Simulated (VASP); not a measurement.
# Ti (P6_3/mmc) in VASP: settings compared, part 2 of 2

VASP 6.6.1. The steps go on from the part before.

**3. Single point, revPBE+D3(BJ)**

This run uses another cell than the first one, of 16.07 Å³/atom, 0.911 times its volume.

Input file INCAR:

```
PREC     = Accurate       # precision mode
ENCUT    = 500            # plane-wave cutoff, eV
EDIFF    = 1E-6           # SCF threshold, eV
ISMEAR   = -1             # smearing method
SIGMA    = 0.05           # smearing width, eV
LREAL    = False          # projectors in reciprocal space
LASPH    = True           # aspherical terms in the spheres
NELM     = 120            # most SCF steps
ALGO     = Normal         # electronic algorithm
ISIF     = 2              # what is computed and relaxed
LWAVE    = False          # write WAVECAR
LCHARG   = True           # write CHGCAR
GGA      = RE             # functional
IVDW     = 12             # dispersion correction
LELF     = True           # ELF
LVHAR    = True         
NBANDS   = 19             # bands
GGA_COMPAT= False
```

Input file KPOINTS:

```
Automatic mesh
0
Gamma
  10 10 6
```

Input file POSCAR:

```
Ti
1.0
    2.8636554463      0.0000000000      0.0000000000
   -1.4318277232      2.4799983642      0.0000000000
    0.0000000000      0.0000000000      4.5248146942
Ti
2
Direct
    0.6666666667      0.3333333333      0.7500000000
    0.3333333333      0.6666666667      0.2500000000
```

Potentials or basis: VASP PAW PBE potentials, release 64 (Ti_sv).

Launch:

```sh
$ cat potpaw_PBE.64/Ti_sv/POTCAR > POTCAR
$ mpirun -np 1 vasp_std > vasp.out
```

OUTCAR:

```text
PREC = Accurate
   ENCUT = 500
   EDIFF = 1E-6
   ISMEAR = -1
   LREAL = False
   LASPH = True
   NELM = 120
   ISIF = 2
   GGA = RE
   IVDW = 12
 IVDW          = 12

 ion  position               nearest neighbor table
   1  0.667  0.333  0.750-   2 2.80   2 2.80   2 2.80   2 2.80   2 2.80   2 2.80
   2  0.333  0.667  0.250-   1 2.80   1 2.80   1 2.80   1 2.80   1 2.80   1 2.80

  LATTYP: Found a hexagonal cell.
 ALAT       =     2.8636554463
 C/A-ratio  =     1.5800834909

  Lattice vectors:

 A1 = (   2.8636554463,   0.0000000000,   0.0000000000)
 A2 = (  -1.4318277232,   2.4799983642,   0.0000000000)
 A3 = (   0.0000000000,   0.0000000000,   4.5248146942)

Analysis of symmetry for initial positions (statically):
=====================================================================
 Subroutine PRICEL returns:
 Original cell was already a primitive cell.

 Routine SETGRP: Setting up the symmetry group for a
 hexagonal supercell.

 Subroutine GETGRP returns: Found 24 space group operations
 (whereof 12 operations were pure point group operations)
 out of a pool of 24 trial point group operations.

The static configuration has the point symmetry D_3d.
 The point group associated with its full space group is D_6h.

Analysis of symmetry for dynamics (positions and initial velocities):
=====================================================================
 Subroutine PRICEL returns:
 Original cell was already a primitive cell.

 Routine SETGRP: Setting up the symmetry group for a
 hexagonal supercell.

 Subroutine GETGRP returns: Found 24 space group operations
 (whereof 12 operations were pure point group operations)
 out of a pool of 24 trial point group operations.

The dynamic configuration has the point symmetry D_3d.
 The point group associated with its full space group is D_6h.

 Subroutine INISYM returns: Found 24 space group operations
 (whereof 12 operations are pure point group operations),
 and found     1 'primitive' translations

----------------------------------------------------------------------------------------

                                     Primitive cell

  volume of cell :      32.1346

  direct lattice vectors                    reciprocal lattice vectors
     2.863655446  0.000000000  0.000000000     0.349204022  0.201613036  0.000000000
    -1.431827723  2.479998364  0.000000000     0.000000000  0.403226072  0.000000000
     0.000000000  0.000000000  4.524814694     0.000000000  0.000000000  0.221003526

  length of vectors
     2.863655446  2.863655446  4.524814694     0.403226072  0.403226072  0.221003526

  position of ions in fractional coordinates (direct lattice)
     0.666666667  0.333333333  0.750000000
     0.333333333  0.666666667  0.250000000

  ion indices of the primitive-cell ions
   primitive index   ion index
                 1           1
                 2           2

----------------------------------------------------------------------------------------

 KPOINTS: Automatic mesh

Automatic generation of k-mesh.
 Grid dimensions read from file:
 generate k-points for:   10   10    6

 Generating k-lattice:

  Cartesian coordinates                     Fractional coordinates (reciprocal lattice)
     0.034920402  0.020161304  0.000000000     0.100000000  0.000000000  0.000000000
     0.000000000  0.040322607  0.000000000     0.000000000  0.100000000  0.000000000
     0.000000000  0.000000000  0.036833921     0.000000000  0.000000000  0.166666667

  Length of vectors
     0.040322607  0.040322607  0.036833921

  Shift w.r.t. Gamma in fractional coordinates (k-lattice)
     0.000000000  0.000000000  0.000000000

 Subroutine IBZKPT returns following result:
 ===========================================

 Found     56 irreducible k-points:

 Following reciprocal coordinates:
            Coordinates               Weight
  0.000000  0.000000  0.000000      1.000000
  0.100000  0.000000  0.000000      6.000000
  0.200000  0.000000  0.000000      6.000000
  0.300000  0.000000  0.000000      6.000000
  0.400000 -0.000000  0.000000      6.000000
  0.500000  0.000000  0.000000      3.000000
[... 16 lines left out ...]
  0.300000  0.100000  0.166667     24.000000
  0.400000  0.100000  0.166667     24.000000
 [... further k-points ...]
   k-points           NKPTS =     56   k-points in BZ     NKDIM =     56   number of bands    NBANDS=     19
   number of dos      NEDOS =    301   number of ions     NIONS =      2
   total plane-waves  NPLWV =  20736
   dimension x,y,z NGX =    24 NGY =   24 NGZ =   36
   dimension x,y,z NGXF=    48 NGYF=   48 NGZF=   72
   ions per type =               2
   NGX,Y,Z   is equivalent  to a cutoff of  13.93, 13.93, 13.23 a.u.
   NGXF,Y,Z  is equivalent  to a cutoff of  27.87, 27.87, 26.45 a.u.
 SYSTEM =  unknown system
   PREC   = accura    normal or accurate (medium, high low for compatibility)
   ISTART =      0    job   : 0-new  1-cont  2-samecut
   ICHARG =      2    charge: 1-file 2-atom 10-const
   ISPIN  =      1    spin polarized calculation?
   LNONCOLLINEAR =      F non collinear calculations
   LSORBIT =      F    spin-orbit coupling
   LASPH  =      T    aspherical Exc in radial PAW
   ENCUT  =  500.0 eV  36.75 Ry    6.06 a.u.   5.22  5.22  8.25*2*pi/ulx,y,z
   NELM   =    120;   NELMIN=  2; NELMDL= -5     # of ELM steps
   EDIFF  = 0.1E-05   stopping-criterion for ELM
   LREAL  =      F    real-space projection
   EDIFFG = 0.1E-04   stopping-criterion for IOM
   NSW    =      0    number of steps for IOM
   IBRION =     -1    ionic relax: 0-MD 1-quasi-New 2-CG
   NFREE  =      0    steps in history (QN), initial steepest desc. (CG)
   ISIF   =      2    stress and relaxation
   ISYM   =      2    0-nonsym 1-usesym 2-fastsym
   POTIM  = 0.5000    time-step for ionic-motion
   TEBEG  =    0.0;   TEEND  =   0.0 temperature during run
   PSTRESS=    0.0 pullay stress
   NELECT =      24.0000    total number of electrons
   NUPDOWN=      -1.0000    fix difference up-down
   EMIN   =  10.00;   EMAX   =-10.00  energy-range for DOS
   EFERMI =   0.00;   METHOD = LEGACY
   ISMEAR =    -1;   SIGMA  =   0.05  broadening in eV -4-tet -1-fermi 0-gaus
   EFERMI_NEDOS =   21; number of points for ismear=-14 and -15
   IALGO  =     38    algorithm
   IMIX   =      4    mixing-type and parameters
     AMIX     =   0.40;   BMIX     =  1.00
     AMIX_MAG =   1.60;   BMIX_MAG =  1.00
  volume/ion in A,a.u.               =      16.07       108.43
  Fermi-wavevector in a.u.,A,eV,Ry     =   1.485323  2.806854 30.016964  2.206185
  Thomas-Fermi vector in A             =   2.598749
   LORBIT       =      0    0 simple, 1 ext, 2 COOP (PROOUT), +10 PAW based schemes
   GGA     = RE    functional components
   LHFCALC =     F    Hartree Fock is set to
   AEXX    =    0.0000 exact exchange contribution
   IVDW    =    12    specifies the selected vdW correction
   LEPSILON=     F    determine dielectric tensor
   LRPA    =     F    only Hartree local field effects (RPA)
 non-spin polarized calculation
  energy-cutoff  :      500.00
  volume of cell :       32.13
 maximum number of plane-waves:       840
 NGX is ok and might be reduce to    24
   NGX = 11   NGY = 11   NGZ = 17

 number of electron      24.0000003 magnetization

 Free energy of the ion-electron system (eV)
  ---------------------------------------------------
  ext. energy  EPLUGINS =         0.00000000
  ---------------------------------------------------
  free energy    TOTEN  =       -14.92564293 eV

  energy without entropy =      -14.90749314  energy(sigma->0) =      -14.91656803

 E-fermi :   9.2670     XC(G=0): -11.7911

 val. band max:        9.2560791888   @ k =   0.3000   0.2000   0.5000
 cond. band min:       9.2986180684   @ k =   0.3000   0.2000   0.3333
 fundamental gap:      0.0425388796
 Fermi energy:         9.2669531843

 k-point     1 :       0.0000    0.0000    0.0000
  band No.  band energies     occupation
      1     -47.5638      2.00000
      2     -47.3770      2.00000
      3     -24.1994      2.00000
      4     -23.3861      2.00000
      5     -23.3861      2.00000
      6     -23.2923      2.00000
[... 11 lines left out ...]
     18      11.0342      0.00000
     19      12.7381      0.00000
[... 485 lines left out ...]
 k-point    24 :       0.4000    0.1000    0.1667
  band No.  band energies     occupation
      1     -47.4007      2.00000
      2     -47.3478      2.00000
      3     -24.0134      2.00000
      4     -23.8670      2.00000
      5     -23.7260      2.00000
      6     -23.5734      2.00000
[... 11 lines left out ...]
     18      13.0400      0.00000
     19      13.8427      0.00000

 [... further k-points ...]

------------------------ aborting loop because EDIFF is reached ----------------------------------------

 Edisp (eV)   -2.42917

 E8    (eV) :    -1.7644

  FORCE on cell =-STRESS in cart. coord.  units (eV):
  Direction    XX          YY          ZZ          XY          YZ          ZX
  --------------------------------------------------------------------------------------
  -------------------------------------------------------------------------------------
  Total      -0.07887    -0.07887    -0.09353     0.00000    -0.00000     0.00000
  in kB      -3.93232    -3.93232    -4.66325     0.00000    -0.00000     0.00000
  external pressure =       -4.18 kB  Pullay stress =        0.00 kB

 VOLUME and BASIS-vectors are now :
 -----------------------------------------------------------------------------
  energy-cutoff  :      500.00
  volume of cell :       32.13
      direct lattice vectors                 reciprocal lattice vectors
     2.863655446  0.000000000  0.000000000     0.349204022  0.201613036  0.000000000
    -1.431827723  2.479998364  0.000000000     0.000000000  0.403226072  0.000000000
     0.000000000  0.000000000  4.524814694     0.000000000  0.000000000  0.221003526

 POSITION                                       TOTAL-FORCE (eV/Angst)
 -----------------------------------------------------------------------------------
      1.43183      0.82667      3.39361         0.000000     -0.000000      0.000000
     -0.00000      1.65333      1.13120        -0.000000      0.000000      0.000000
 -----------------------------------------------------------------------------------
    total drift:                               -0.000000      0.000000     -0.000000

  FREE ENERGIE OF THE ION-ELECTRON SYSTEM (eV)
  ---------------------------------------------------
  free  energy   TOTEN  =       -17.3548102631 eV

  energy  without entropy=      -17.3366604664  energy(sigma->0) =      -17.34573536
```

It took 28 s on 1 thread of Intel Xeon Platinum 8488C (Sapphire Rapids), shared host; peak memory 0.17 GiB.

Results:

| Property | Result |
| --- | --- |
| Free energy | -17.3548 eV |
| Pressure | -0.4 GPa |
| Band gap on the k mesh | zero (band 12 reaches 10.09 eV, above the bottom of band 13 at 9.07 eV) |
| Dispersion energy per atom | -1.215 eV |

Levels at points of the mesh, in eV from the Fermi level:
```csv
k point,band 10,band 11,band 12,band 13,band 14,band 15
"(0.00, 0.00, 0.00)",-2.89,0.83,0.83,0.97,1.01,1.39
"(0.50, 0.00, 0.00)",-2.39,-2.05,-0.56,0.49,0.72,1.31
"(0.00, 0.00, 0.50)",-4.43,0.10,0.10,0.72,0.72,0.72
"(0.50, 0.00, 0.50)",-2.75,-0.90,-0.90,1.54,1.54,1.89
```

Caveat: the PAW data sets were made with another functional, which shifts forces and pressure a little; pairwise dispersion overbinds metals, which lowers pressure and volume.

**4. Single point, PBE**

Input file INCAR:

```
SYSTEM = Ti
ALGO = Normal ; EDIFF = 1E-6
ENCUT = 500 ; GGA = PE
GGA_COMPAT = .False. ; ISIF = 2
ISMEAR = 0 ; LASPH = .True.
LCHARG = .False. ; LREAL = .False.
LWAVE = .False. ; NBANDS = 19
NELM = 120 ; PREC = Accurate
SIGMA = 0.014
```

Input file KPOINTS:

```
k-points
0
Gamma
  10 10 6
  0 0 0
```

Input file POSCAR:

```
Ti
1.0
    2.9500000000      0.0000000000      0.0000000000
   -1.4750000000      2.5547749412      0.0000000000
    0.0000000000      0.0000000000      4.6800000000
Ti
2
Direct
    0.6666666667      0.3333333333      0.7500000000
    0.3333333333      0.6666666667      0.2500000000
```

Launch:

```sh
$ cat potpaw_PBE.64/Ti_sv/POTCAR > POTCAR
$ mpirun -np 1 vasp_std > vasp.out
```

Wall time 23 s (1 thread of Intel Xeon Platinum 8488C (Sapphire Rapids), shared host); peak memory 0.16 GiB.

It converged, with:

```
Free energy            : -15.6649 eV
Pressure               : -1.7 GPa
Band gap on the k mesh : zero (band 12 reaches 8.94 eV, above the bottom of band 13 at 7.94 eV)
```

Stress tensor (GPa, compression positive):
```
-1.60  0.00  0.00
 0.00 -1.60  0.00
 0.00  0.00 -1.89
```

Levels at points of the mesh, in eV from the Fermi level:
```
           k point  band 10  band 11  band 12  band 13  band 14  band 15
(0.00, 0.00, 0.00)    -2.63     0.74     0.79     0.79     0.88     1.27
(0.50, 0.00, 0.00)    -2.09    -1.78    -0.61     0.51     0.63     1.17
(0.00, 0.00, 0.50)    -4.31     0.10     0.10     0.70     0.70     0.70
(0.50, 0.00, 0.50)    -2.48    -0.78    -0.78     1.31     1.31     1.72
```

**5. Single point, PBE**

Input file INCAR:

```
ALGO     = Normal         # electronic algorithm
EDIFF    = 1E-6           # SCF threshold, eV
ENCUT    = 500            # plane-wave cutoff, eV
GGA      = PE             # functional
GGA_COMPAT= F            
ISIF     = 2              # what is computed and relaxed
ISMEAR   = 0              # smearing method
LASPH    = T              # aspherical terms in the spheres
LCHARG   = F              # write CHGCAR
LREAL    = F              # projectors in reciprocal space
LWAVE    = F              # write WAVECAR
NBANDS   = 19             # bands
NELM     = 120            # most SCF steps
PREC     = Accurate       # precision mode
SIGMA    = 0.022          # smearing width, eV
```

Input file KPOINTS:

```
k-points
0
Gamma
  10 10 6
```

POSCAR is that of step 4.

Launch:

```sh
$ cat potpaw_PBE.64/Ti_sv/POTCAR > POTCAR
$ mpirun -np 1 vasp_std > vasp.out
```

Wall time 23 s (1 thread of Intel Xeon Platinum 8488C (Sapphire Rapids), shared host); peak memory 0.17 GiB.

Results (log left out):

- Free energy: -15.6652 eV
- Pressure: -1.7 GPa
- Band gap on the k mesh: zero (band 12 reaches 8.94 eV, above the bottom of band 13 at 7.94 eV)

Stress tensor (GPa, compression positive):
```
-1.61  0.00  0.00
 0.00 -1.61  0.00
 0.00  0.00 -1.88
```

Levels at points of the mesh, in eV from the Fermi level:
```csv
k point,band 9,band 10,band 11,band 12,band 13,band 14,band 15,band 16
"(0.00, 0.00, 0.00)",-6.15,-2.63,0.74,0.79,0.79,0.88,1.27,1.27
"(0.50, 0.00, 0.00)",-2.30,-2.09,-1.78,-0.61,0.50,0.63,1.17,3.30
"(0.00, 0.00, 0.50)",-4.31,-4.31,0.10,0.10,0.70,0.70,0.70,0.70
"(0.50, 0.00, 0.50)",-2.48,-2.48,-0.78,-0.78,1.31,1.31,1.72,1.72
```

**6. Single point, revPBE**

This run uses another cell than the first one, of 17.77 Å³/atom, 1.007 times its volume.

Input file INCAR:

```
SYSTEM = Ti
  ALGO = Normal
  EDIFF = 1E-6
  ENCUT = 500
  GGA = RE
  GGA_COMPAT = .FALSE.
  ISIF = 2
  ISMEAR = -1
  LASPH = .TRUE.
  LCHARG = .FALSE.
  LREAL = .FALSE.
  LWAVE = .FALSE.
  NBANDS = 19
  NELM = 120
  PREC = Accurate
  SIGMA = 0.05
```

Input file KPOINTS:

```
k-points
0
G
  10 10 6
  0 0 0
```

Input file POSCAR:

```
Ti
1.0
    2.9600507698      0.0000000000      0.0000000000
   -1.4800253849      2.5634791631      0.0000000000
    0.0000000000      0.0000000000      4.6826500819
Ti
2
Direct
    0.6666666667      0.3333333333      0.7500000000
    0.3333333333      0.6666666667      0.2500000000
```

Potentials or basis: VASP PAW PBE potentials, release 64 (Ti_sv).

Launch:

```sh
$ cat potpaw_PBE.64/Ti_sv/POTCAR > POTCAR
$ mpirun -np 1 vasp_std > vasp.out
```

It took 31 s on 1 thread of Intel Xeon Platinum 8488C (Sapphire Rapids), shared host; peak memory 0.16 GiB.

Results (log left out):

```yaml
Free_energy: -15.0456 eV
Pressure: -0.3 GPa
Band_gap_on_the_k_mesh: zero (band 12 reaches 8.95 eV, above the bottom of band 13 at 7.94 eV)
```

Levels at points of the mesh, in eV from the Fermi level:
| k point | band 10 | band 11 | band 12 | band 13 | band 14 | band 15 |
| --- | --- | --- | --- | --- | --- | --- |
| (0.00, 0.00, 0.00) | -2.63 | 0.71 | 0.77 | 0.77 | 0.89 | 1.26 |
| (0.50, 0.00, 0.00) | -2.08 | -1.78 | -0.66 | 0.49 | 0.63 | 1.16 |
| (0.00, 0.00, 0.50) | -4.33 | 0.10 | 0.10 | 0.68 | 0.68 | 0.68 |
| (0.50, 0.00, 0.50) | -2.47 | -0.78 | -0.78 | 1.26 | 1.26 | 1.70 |

Caveat: the PAW data sets were made with another functional, which shifts forces and pressure a little.

**7. Overview**

```tsv
task	level	cell	cutoff (eV)	smearing	gap on the mesh (eV)	pressure (GPa)
relaxation of cell and atoms	PBEsol	relaxed from a = 2.950, b = 2.950, c = 4.680 Å, angles 90.0, 90.0, 120.0°, 2 atoms	600	fermi-dirac 0.05 eV	none	0.0
single point	revPBE+D3(BJ)	a = 2.864, b = 2.864, c = 4.525 Å, angles 90.0, 90.0, 120.0°, 2 atoms	500	fermi-dirac 0.05 eV	none	-0.4
single point	PBE	a = 2.950, b = 2.950, c = 4.680 Å, angles 90.0, 90.0, 120.0°, 2 atoms	500	gaussian 0.014 eV	none	-1.7
single point	PBE	a = 2.950, b = 2.950, c = 4.680 Å, angles 90.0, 90.0, 120.0°, 2 atoms	500	gaussian 0.022 eV	none	-1.7
single point	revPBE	a = 2.960, b = 2.960, c = 4.683 Å, angles 90.0, 90.0, 120.0°, 2 atoms	500	fermi-dirac 0.05 eV	none	-0.3
```

Alike in all rows: potentials or basis VASP PAW PBE potentials, release 64 (Ti_sv); no spin polarisation; k mesh 10 × 10 × 6.

Caveats: the PAW data sets were made with another functional, which shifts forces and pressure a little (some runs); pairwise dispersion overbinds metals, which lowers pressure and volume (some runs).

Total energies depend on the potentials used, so only differences within one code and one set of settings carry meaning.
